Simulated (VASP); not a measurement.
Input of a VASP 6.6.1 run:

INCAR

```
SYSTEM = SnO2
ALGO     = Normal         ! electronic algorithm
EDIFF    = 1E-6           ! SCF threshold, eV
ENCUT    = 520            ! plane-wave cutoff, eV
GGA      = PE             ! functional
ISIF     = 2              ! what is computed and relaxed
ISMEAR   = 0              ! smearing method
IVDW     = 12             ! dispersion correction
LASPH    = .True.         ! aspherical terms in the spheres
LCHARG   = .True.         ! write CHGCAR
LELF     = .True.         ! ELF
LREAL    = .False.        ! projectors in reciprocal space
LVHAR    = .True.       
LWAVE    = .False.        ! write WAVECAR
NBANDS   = 35             ! bands
NELM     = 100            ! most SCF steps
PREC     = Accurate       ! precision mode
SIGMA    = 0.05           ! smearing width, eV
```

The input KPOINTS:

```
k-points
0
Gamma
  12 12 4
  0 0 0
```

POSCAR

```
SnO2
1.0
    3.2914593056      0.0000000000      0.0000000000
   -1.6457296528      2.8504873742      0.0000000000
    0.0000000000      0.0000000000     10.5913895093
Sn O
2 4
Direct
   -0.0389919738      0.0000000000      0.5000000000
    0.0389919738      0.0000000000      0.0000000000
    0.6271796222      0.3333333333      0.4017901351
    0.7061537111      0.3333333333      0.0982098649
    0.2938462889      0.6666666667      0.5982098649
    0.3728203778      0.6666666667      0.9017901351
```

Potentials or basis: VASP PAW PBE potentials, release 64 (Sn_d, O).

Launch:

```sh
$ cat potpaw_PBE.64/Sn_d/POTCAR potpaw_PBE.64/O/POTCAR > POTCAR
$ mpirun -np 1 vasp_std > vasp.out
```

Task: Predict the dispersion energy per atom.

Result: -0.152 eV.

Task: What does it give for the pressure?

Result: -8.0 GPa.

Stress tensor (GPa, compression positive):
```
-9.55  0.00  0.00
 0.00 -9.57  0.00
 0.00  0.00 -4.95
```

Caveat: the cell differs from its parent crystal (atoms displaced along a vibrational mode, the cell strained); the cell stands under tension.
